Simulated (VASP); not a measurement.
# BP (F-43m) in VASP: notebook

BP is run at these levels: PBE+D3(BJ), r2SCAN+rVV10, BHLYP; tasks: single point.

Program: VASP 6.6.1. These are calculated values, not measurements. Logs are shortened: lines on timing, memory, paths and dates and some standing lists are left out, and cuts for length are marked.

### 1 The cell of the first run

The structure is cubic, space group F-43m (No. 216). The conventional cell has a = 4.538 Å, b = 4.538 Å, c = 4.538 Å, α = 90.00°, β = 90.00°, γ = 90.00°. Within 2.6 Å of P (site symmetry -43m) lie 4 B at 1.97 Å. Within 2.6 Å of B (site symmetry -43m) lie 4 P at 1.97 Å.

### 2 Single point, PBE+D3(BJ)

Contents of INCAR:

```
SYSTEM = BP
PREC = Accurate
ENCUT = 520
EDIFF = 1E-6
ISMEAR = -1
SIGMA = 0.05
LREAL = .FALSE.
LASPH = .TRUE.
NELM = 60
ALGO = Normal
ISIF = 2
LWAVE = .FALSE.
LCHARG = .FALSE.
GGA = PE
IVDW = 12
NBANDS = 11
```

Contents of KPOINTS:

```
Automatic mesh
0
G
  10 10 10
  0 0 0
```

Contents of POSCAR:

```
BP
1.0
    0.0000000000      2.2690000000      2.2690000000
    2.2690000000      0.0000000000      2.2690000000
    2.2690000000      2.2690000000      0.0000000000
P B
1 1
Direct
    0.7500000000      0.7500000000      0.7500000000
    0.0000000000      0.0000000000      0.0000000000
```

Potentials or basis: VASP PAW PBE potentials, release 64 (P, B).

Run with:

```console
$ cat potpaw_PBE.64/P/POTCAR potpaw_PBE.64/B/POTCAR > POTCAR
$ mpirun -np 1 vasp_std > vasp.out
```

OUTCAR:

```text
SYSTEM = BP
   PREC = Accurate
   ENCUT = 520
   EDIFF = 1E-6
   ISMEAR = -1
   LREAL = .FALSE.
   LASPH = .TRUE.
   NELM = 60
   ISIF = 2
   GGA = PE
   IVDW = 12
 IVDW          = 12

 ion  position               nearest neighbor table
   1  0.750  0.750  0.750-   2 1.97   2 1.97   2 1.97   2 1.97
   2  0.000  0.000  0.000-   1 1.97   1 1.97   1 1.97   1 1.97

  LATTYP: Found a face centered cubic cell.
 ALAT       =     4.5380000000

  Lattice vectors:

 A1 = (   0.0000000000,   2.2690000000,   2.2690000000)
 A2 = (   2.2690000000,   0.0000000000,   2.2690000000)
 A3 = (   2.2690000000,   2.2690000000,   0.0000000000)

Analysis of symmetry for initial positions (statically):
=====================================================================
 Subroutine PRICEL returns:
 Original cell was already a primitive cell.

 Routine SETGRP: Setting up the symmetry group for a
 face centered cubic supercell.

 Subroutine GETGRP returns: Found 24 space group operations
 (whereof 24 operations were pure point group operations)
 out of a pool of 48 trial point group operations.

The static configuration has the point symmetry T_d .

Analysis of symmetry for dynamics (positions and initial velocities):
=====================================================================
 Subroutine PRICEL returns:
 Original cell was already a primitive cell.

 Routine SETGRP: Setting up the symmetry group for a
 face centered cubic supercell.

 Subroutine GETGRP returns: Found 24 space group operations
 (whereof 24 operations were pure point group operations)
 out of a pool of 48 trial point group operations.

The dynamic configuration has the point symmetry T_d .

 Subroutine INISYM returns: Found 24 space group operations
 (whereof 24 operations are pure point group operations),
 and found     1 'primitive' translations

----------------------------------------------------------------------------------------

                                     Primitive cell

  volume of cell :      23.3633

  direct lattice vectors                    reciprocal lattice vectors
     0.000000000  2.269000000  2.269000000    -0.220361393  0.220361393  0.220361393
     2.269000000  0.000000000  2.269000000     0.220361393 -0.220361393  0.220361393
     2.269000000  2.269000000  0.000000000     0.220361393  0.220361393 -0.220361393

  length of vectors
     3.208850573  3.208850573  3.208850573     0.381677128  0.381677128  0.381677128

  position of ions in fractional coordinates (direct lattice)
     0.750000000  0.750000000  0.750000000
     0.000000000  0.000000000  0.000000000

  ion indices of the primitive-cell ions
   primitive index   ion index
                 1           1
                 2           2

----------------------------------------------------------------------------------------

 KPOINTS: Automatic mesh

Automatic generation of k-mesh.
 Grid dimensions read from file:
 generate k-points for:   10   10   10

 Generating k-lattice:

  Cartesian coordinates                     Fractional coordinates (reciprocal lattice)
    -0.022036139  0.022036139  0.022036139     0.100000000  0.000000000  0.000000000
     0.022036139 -0.022036139  0.022036139     0.000000000  0.100000000  0.000000000
     0.022036139  0.022036139 -0.022036139     0.000000000  0.000000000  0.100000000

  Length of vectors
     0.038167713  0.038167713  0.038167713

  Shift w.r.t. Gamma in fractional coordinates (k-lattice)
     0.000000000  0.000000000  0.000000000

 Subroutine IBZKPT returns following result:
 ===========================================

 Found     47 irreducible k-points:

 Following reciprocal coordinates:
            Coordinates               Weight
  0.000000  0.000000  0.000000      1.000000
  0.100000  0.000000  0.000000      8.000000
  0.200000  0.000000  0.000000      8.000000
  0.300000  0.000000  0.000000      8.000000
  0.400000  0.000000  0.000000      8.000000
  0.500000  0.000000  0.000000      4.000000
[... 16 lines left out ...]
  0.300000  0.300000  0.000000      6.000000
  0.400000  0.300000  0.000000     24.000000
 [... further k-points ...]
   k-points           NKPTS =     47   k-points in BZ     NKDIM =     47   number of bands    NBANDS=     11
   number of dos      NEDOS =    301   number of ions     NIONS =      2
   total plane-waves  NPLWV =  13824
   dimension x,y,z NGX =    24 NGY =   24 NGZ =   24
   dimension x,y,z NGXF=    48 NGYF=   48 NGZF=   48
   ions per type =               1   1
   NGX,Y,Z   is equivalent  to a cutoff of  12.43, 12.43, 12.43 a.u.
   NGXF,Y,Z  is equivalent  to a cutoff of  24.87, 24.87, 24.87 a.u.
 SYSTEM =  BP
   PREC   = accura    normal or accurate (medium, high low for compatibility)
   ISTART =      0    job   : 0-new  1-cont  2-samecut
   ICHARG =      2    charge: 1-file 2-atom 10-const
   ISPIN  =      1    spin polarized calculation?
   LNONCOLLINEAR =      F non collinear calculations
   LSORBIT =      F    spin-orbit coupling
   LASPH  =      T    aspherical Exc in radial PAW
   ENCUT  =  520.0 eV  38.22 Ry    6.18 a.u.   5.97  5.97  5.97*2*pi/ulx,y,z
   NELM   =     60;   NELMIN=  2; NELMDL= -5     # of ELM steps
   EDIFF  = 0.1E-05   stopping-criterion for ELM
   LREAL  =      F    real-space projection
   EDIFFG = 0.1E-04   stopping-criterion for IOM
   NSW    =      0    number of steps for IOM
   IBRION =     -1    ionic relax: 0-MD 1-quasi-New 2-CG
   NFREE  =      0    steps in history (QN), initial steepest desc. (CG)
   ISIF   =      2    stress and relaxation
   ISYM   =      2    0-nonsym 1-usesym 2-fastsym
   POTIM  = 0.5000    time-step for ionic-motion
   TEBEG  =    0.0;   TEEND  =   0.0 temperature during run
   PSTRESS=    0.0 pullay stress
   NELECT =       8.0000    total number of electrons
   NUPDOWN=      -1.0000    fix difference up-down
   EMIN   =  10.00;   EMAX   =-10.00  energy-range for DOS
[... 5 lines left out ...]
     AMIX     =   0.40;   BMIX     =  1.00
     AMIX_MAG =   1.60;   BMIX_MAG =  1.00
  volume/ion in A,a.u.               =      11.68        78.83
  Fermi-wavevector in a.u.,A,eV,Ry     =   1.145320  2.164342 17.847562  1.311759
  Thomas-Fermi vector in A             =   2.282009
   LORBIT       =      0    0 simple, 1 ext, 2 COOP (PROOUT), +10 PAW based schemes
   GGA     = PE    functional components
   LHFCALC =     F    Hartree Fock is set to
   AEXX    =    0.0000 exact exchange contribution
   IVDW    =    12    specifies the selected vdW correction
   LEPSILON=     F    determine dielectric tensor
   LRPA    =     F    only Hartree local field effects (RPA)
 non-spin polarized calculation
  energy-cutoff  :      520.00
  volume of cell :       23.36
 maximum number of plane-waves:       639
   NGX = 11   NGY = 11   NGZ = 11

 number of electron       8.0000000 magnetization

 Free energy of the ion-electron system (eV)
  ---------------------------------------------------
  ext. energy  EPLUGINS =         0.00000000
  ---------------------------------------------------
  free energy    TOTEN  =       -12.93048095 eV

  energy without entropy =      -12.93048090  energy(sigma->0) =      -12.93048092

 E-fermi :   8.0339     XC(G=0): -10.9072

 val. band max:        7.4329391903   @ k =   0.0000   0.0000   0.0000
 cond. band min:       8.6721153380   @ k =   0.4000   0.4000   0.0000
 fundamental gap:      1.2391761477
 Fermi energy:         8.0339403191

 k-point     1 :       0.0000    0.0000    0.0000
  band No.  band energies     occupation
      1      -8.0275      2.00000
      2       7.4329      1.99999
      3       7.4329      1.99999
      4       7.4329      1.99999
      5      10.8336      0.00000
      6      10.8336      0.00000
      7      10.8336      0.00000
      8      14.8072      0.00000
      9      18.9456      0.00000
     10      19.5616      0.00000
     11      19.5616      0.00000

 k-point     2 :       0.1000    0.0000    0.0000
  band No.  band energies     occupation
      1      -7.8473      2.00000
      2       6.1309      2.00000
      3       7.1381      2.00000
      4       7.1381      2.00000
      5      11.2418      0.00000
      6      11.2418      0.00000
      7      11.2703      0.00000
      8      15.3283      0.00000
      9      18.8776      0.00000
     10      18.8776      0.00000
     11      19.5144      0.00000

 k-point     3 :       0.2000    0.0000    0.0000
  band No.  band energies     occupation
      1      -7.3137      2.00000
      2       3.7893      2.00000
      3       6.5790      2.00000
      4       6.5790      2.00000
      5      11.4680      0.00000
      6      11.9616      0.00000
      7      11.9616      0.00000
      8      16.5013      0.00000
      9      18.2767      0.00000
     10      18.2767      0.00000
     11      20.3745      0.00000

 k-point     4 :       0.3000    0.0000    0.0000
  band No.  band energies     occupation
      1      -6.4566      2.00000
      2       1.4300      2.00000
      3       6.0900      2.00000
      4       6.0900      2.00000
      5      11.3743      0.00000
      6      12.2909      0.00000
      7      12.2909      0.00000
      8      17.4120      0.00000
      9      18.8536      0.00000
     10      18.8536      0.00000
     11      20.6373      0.00000
[... 239 lines left out ...]
 k-point    22 :      -0.2000    0.2000    0.0000
  band No.  band energies     occupation
      1      -6.1651      2.00000
      2       2.1840      2.00000
      3       3.2611      2.00000
      4       6.1893      2.00000
      5      11.9078      0.00000
      6      12.7494      0.00000
      7      13.8202      0.00000
      8      15.7721      0.00000
      9      16.9353      0.00000
     10      21.0502      0.00000
     11      23.2379      0.00000

 k-point    23 :       0.3000    0.3000    0.0000
  band No.  band energies     occupation
      1      -5.9129      2.00000
      2       2.6005      2.00000
      3       4.2122      2.00000
      4       4.2122      2.00000
      5       8.9572      0.00000
      6      11.3432      0.00000
      7      16.2982      0.00000
      8      16.2982      0.00000
      9      20.4925      0.00000
     10      21.8175      0.00000
     11      23.9730      0.00000

 k-point    24 :       0.4000    0.3000    0.0000
  band No.  band energies     occupation
      1      -5.0879      2.00000
      2       1.2728      2.00000
      3       3.3845      2.00000
      4       3.9176      2.00000
      5       9.2444      0.00000
      6      11.0561      0.00000
      7      16.9123      0.00000
      8      16.9206      0.00000
      9      21.4338      0.00000
     10      22.6949      0.00000
     11      24.4914      0.00000

 [... further k-points ...]

------------------------ aborting loop because EDIFF is reached ----------------------------------------

 Edisp (eV)   -0.64687

 E8    (eV) :    -0.2365

  FORCE on cell =-STRESS in cart. coord.  units (eV):
  Direction    XX          YY          ZZ          XY          YZ          ZX
  --------------------------------------------------------------------------------------
  -------------------------------------------------------------------------------------
  Total      -0.51897    -0.51897    -0.51897     0.00000     0.00000     0.00000
  in kB     -35.58898   -35.58898   -35.58898     0.00000     0.00000     0.00000
  external pressure =      -35.59 kB  Pullay stress =        0.00 kB

 VOLUME and BASIS-vectors are now :
 -----------------------------------------------------------------------------
  energy-cutoff  :      520.00
  volume of cell :       23.36
      direct lattice vectors                 reciprocal lattice vectors
     0.000000000  2.269000000  2.269000000    -0.220361393  0.220361393  0.220361393
     2.269000000  0.000000000  2.269000000     0.220361393 -0.220361393  0.220361393
     2.269000000  2.269000000  0.000000000     0.220361393  0.220361393 -0.220361393

 POSITION                                       TOTAL-FORCE (eV/Angst)
 -----------------------------------------------------------------------------------
      3.40350      3.40350      3.40350         0.000000      0.000000      0.000000
      0.00000      0.00000      0.00000        -0.000000     -0.000000     -0.000000
 -----------------------------------------------------------------------------------
    total drift:                               -0.000000     -0.000000     -0.000000

  FREE ENERGIE OF THE ION-ELECTRON SYSTEM (eV)
  ---------------------------------------------------
  free  energy   TOTEN  =       -13.5773478037 eV

  energy  without entropy=      -13.5773477531  energy(sigma->0) =      -13.57734778
```

Run time: 12 s. Hardware: 1 thread of Intel Xeon 8259CL, shared host; peak memory 0.15 GiB.

Results:

```yaml
Free_energy: -13.5773 eV
Pressure: -3.6 GPa
Band_gap_on_the_k_mesh: 1.24 eV, indirect (least direct gap 3.40 eV)
Dispersion_energy_per_atom: -0.323 eV
```

Levels at points of the mesh, in eV from the valence-band top:
```csv
k point,band 2,band 3,band 4,band 5,band 6,band 7
"(0.00, 0.00, 0.00)",0.00,0.00,0.00,3.40,3.40,3.40
"(0.50, 0.00, 0.00)",-9.03,-1.76,-1.76,3.78,4.71,4.71
"(0.50, 0.50, 0.00)",-8.58,-4.11,-4.11,1.33,1.66,12.12
```

Caveat: three body term missing.

### 3 Single point, r2SCAN+rVV10

POSCAR is that of step 2.

Contents of INCAR.step1:

```
SYSTEM = BP
PREC = Accurate
ENCUT = 520
ISMEAR = 0
SIGMA = 0.15
LREAL = .FALSE.
LASPH = .TRUE.
NELM = 100
NBANDS = 11
GGA = PE
ALGO = Normal
EDIFF = 1E-4
LWAVE = .TRUE.
LCHARG = .FALSE.
```

Contents of INCAR.step2:

```
SYSTEM = BP
PREC = Accurate
ENCUT = 520
EDIFF = 1E-6
ISMEAR = 0
SIGMA = 0.15
LREAL = .FALSE.
LASPH = .TRUE.
NELM = 100
ALGO = Normal
ISIF = 2
LWAVE = .FALSE.
LCHARG = .FALSE.
METAGGA = R2SCAN
LMIXTAU = .TRUE.
LUSE_VDW = .TRUE.
IVDW_NL = 2
BPARAM = 11.95
CPARAM = 0.0093
NBANDS = 11
ISTART = 1
```

KPOINTS is that of step 2.

Potentials or basis: VASP PAW PBE potentials, release 64 (P, B).

Run with:

```console
$ cat potpaw_PBE.64/P/POTCAR potpaw_PBE.64/B/POTCAR > POTCAR
$ cp INCAR.step1 INCAR
$ mpirun -np 1 vasp_std > vasp.out
$ cp INCAR.step2 INCAR
$ mpirun -np 1 vasp_std > vasp.out
```

It took 76 s on 1 thread of Intel Xeon 8259CL, shared host; peak memory 0.21 GiB.

It converged, with:

* Free energy: -17.2257 eV
* Pressure: -1.3 GPa
* Band gap on the k mesh: 1.42 eV, indirect (least direct gap 3.63 eV)

Levels at points of the mesh, in eV from the valence-band top:
```
           k point  band 1  band 2  band 3  band 4  band 5  band 6  band 7  band 8
(0.00, 0.00, 0.00)  -16.27    0.00    0.00    0.00    3.63    3.63    3.63    8.00
(0.50, 0.00, 0.00)  -12.77   -9.52   -1.87   -1.87    4.12    5.02    5.02   10.87
(0.50, 0.50, 0.00)  -11.10   -9.14   -4.35   -4.35    1.51    1.87   13.06   13.06
```

Caveat: the PAW data sets were made with another functional, which shifts forces and pressure a little.

### 4 Single point, BHLYP

This run uses another cell than the first one, of 10.98 Å³/atom, 0.940 times its volume.

Contents of POSCAR:

```
BP
1.0
    0.0000000000      2.2226808807      2.2226808807
    2.2226808807      0.0000000000      2.2226808807
    2.2226808807      2.2226808807      0.0000000000
P B
1 1
Direct
    0.7500000000      0.7500000000      0.7500000000
    0.0000000000      0.0000000000      0.0000000000
```

Contents of INCAR.step1:

```
SYSTEM = BP
ALGO = Normal
EDIFF = 1E-5
ENCUT = 520
GGA = PE
ISIF = 2
ISMEAR = -1
LASPH = .TRUE.
LREAL = .FALSE.
LWAVE = .TRUE.
NBANDS = 11
NELM = 60
PREC = Accurate
SIGMA = 0.05
```

Contents of INCAR.step2:

```
SYSTEM = BP
AEXX = 0.5
AGGAC = 1.0
AGGAX = 0.5
ALDAC = 0.0
ALDAX = 0.5
ALGO = Normal
EDIFF = 1E-6
ENCUT = 520
GGA = B5
ISIF = 2
ISMEAR = -1
ISTART = 1
LASPH = .TRUE.
LCHARG = .TRUE.
LELF = .TRUE.
LHFCALC = .TRUE.
LREAL = .FALSE.
LVHAR = .TRUE.
LWAVE = .FALSE.
NBANDS = 11
NELM = 60
PREC = Accurate
PRECFOCK = Normal
SIGMA = 0.05
```

Contents of KPOINTS:

```
k-points
0
G
  5 5 5
  0 0 0
```

Run with:

```console
$ cat potpaw_PBE.64/P/POTCAR potpaw_PBE.64/B/POTCAR > POTCAR
$ cp INCAR.step1 INCAR
$ mpirun -np 1 vasp_std > vasp.out
$ cp INCAR.step2 INCAR
$ mpirun -np 1 vasp_std > vasp.out
```

Run time: 63 s. Hardware: 1 thread of Intel Xeon 6975P-C (Granite Rapids), shared host; peak memory 0.14 GiB.

It converged, with:

```
Free energy            : -17.3451 eV
Pressure               : 11.3 GPa
Band gap on the k mesh : 4.61 eV, indirect (least direct gap 7.25 eV)
```

Levels at points of the mesh, in eV from the valence-band top:
```
           k point  band 1  band 2  band 3  band 4  band 5  band 6  band 7  band 8
(0.00, 0.00, 0.00)  -19.18    0.00    0.00    0.00    7.25    7.25    7.25   12.88
```

Caveat: the k points lie up to 0.49 Å⁻¹ apart; the PAW data sets were made with another functional, which shifts forces and pressure a little.

### 5 Single point, BHLYP

This run uses another cell than the first one, of 11.21 Å³/atom, 0.960 times its volume.

Contents of POSCAR:

```
BP
1.0
    0.0000000000      2.2383340787      2.2383340787
    2.2383340787      0.0000000000      2.2383340787
    2.2383340787      2.2383340787      0.0000000000
P B
1 1
Direct
    0.7500000000      0.7500000000      0.7500000000
    0.0000000000      0.0000000000      0.0000000000
```

Contents of INCAR.step1:

```
PREC     = Accurate       # precision mode
ENCUT    = 520            # plane-wave cutoff, eV
EDIFF    = 1E-5           # SCF threshold, eV
ISMEAR   = -1             # smearing method
SIGMA    = 0.05           # smearing width, eV
LREAL    = F              # projectors in reciprocal space
LASPH    = T              # aspherical terms in the spheres
NELM     = 60             # most SCF steps
ALGO     = Normal         # electronic algorithm
ISIF     = 2              # what is computed and relaxed
LWAVE    = T              # write WAVECAR
NBANDS   = 11             # bands
GGA      = PE             # functional
```

Contents of INCAR.step2:

```
PREC     = Accurate       # precision mode
ENCUT    = 520            # plane-wave cutoff, eV
EDIFF    = 1E-7           # SCF threshold, eV
ISMEAR   = -1             # smearing method
SIGMA    = 0.05           # smearing width, eV
LREAL    = F              # projectors in reciprocal space
LASPH    = T              # aspherical terms in the spheres
NELM     = 60             # most SCF steps
ALGO     = Normal         # electronic algorithm
ISIF     = 2              # what is computed and relaxed
LWAVE    = F              # write WAVECAR
LCHARG   = T              # write CHGCAR
GGA      = B5             # functional
LHFCALC  = T              # exact exchange
AEXX     = 0.5            # exact-exchange fraction
ALDAX    = 0.5          
AGGAX    = 0.5          
AGGAC    = 1.0          
ALDAC    = 0.0          
PRECFOCK = Normal       
LELF     = T              # ELF
LVHAR    = T            
NBANDS   = 11             # bands
ISTART   = 1
```

Contents of KPOINTS:

```
Automatic mesh
0
Gamma
  5 5 5
```

Run with:

```console
$ cat potpaw_PBE.64/P/POTCAR potpaw_PBE.64/B/POTCAR > POTCAR
$ cp INCAR.step1 INCAR
$ mpirun -np 1 vasp_std > vasp.out
$ cp INCAR.step2 INCAR
$ mpirun -np 1 vasp_std > vasp.out
```

Run time: 72 s. Hardware: 1 thread of Intel Xeon 6975P-C (Granite Rapids), shared host; peak memory 0.13 GiB.

It converged, with:

| Property | Result |
| --- | --- |
| Free energy | -17.3717 eV |
| Pressure | 6.9 GPa |
| Band gap on the k mesh | 4.63 eV, indirect (least direct gap 7.21 eV) |

Levels at points of the mesh, in eV from the valence-band top:
```
           k point  band 2  band 3  band 4  band 5  band 6  band 7
(0.00, 0.00, 0.00)    0.00    0.00    0.00    7.21    7.21    7.21
```

Caveat: the k points lie up to 0.49 Å⁻¹ apart; the PAW data sets were made with another functional, which shifts forces and pressure a little.

### 6 The runs side by side

```csv
level,cell,k mesh,smearing,grid for exact exchange (PRECFOCK),gap on the mesh (eV),pressure (GPa)
PBE+D3(BJ),"a = 3.209 Å, angles 60.0°, 2 atoms",10 × 10 × 10,fermi-dirac 0.05 eV,-,1.24,-3.6
r2SCAN+rVV10,"a = 3.209 Å, angles 60.0°, 2 atoms",10 × 10 × 10,gaussian 0.15 eV,-,1.42,-1.3
BHLYP,"a = 3.143 Å, angles 60.0°, 2 atoms",5 × 5 × 5,fermi-dirac 0.05 eV,Normal,4.61,11.3
BHLYP,"a = 3.165 Å, angles 60.0°, 2 atoms",5 × 5 × 5,fermi-dirac 0.05 eV,Normal,4.63,6.9
```

Alike in all rows: task single point; potentials or basis VASP PAW PBE potentials, release 64 (P, B); no spin polarisation; cutoff (eV) 520.

Caveats: some runs use coarse meshes; the PAW data sets were made with another functional, which shifts forces and pressure a little (some runs); three body term missing (some runs).

Absolute energies hang on the potentials; compare differences alone.
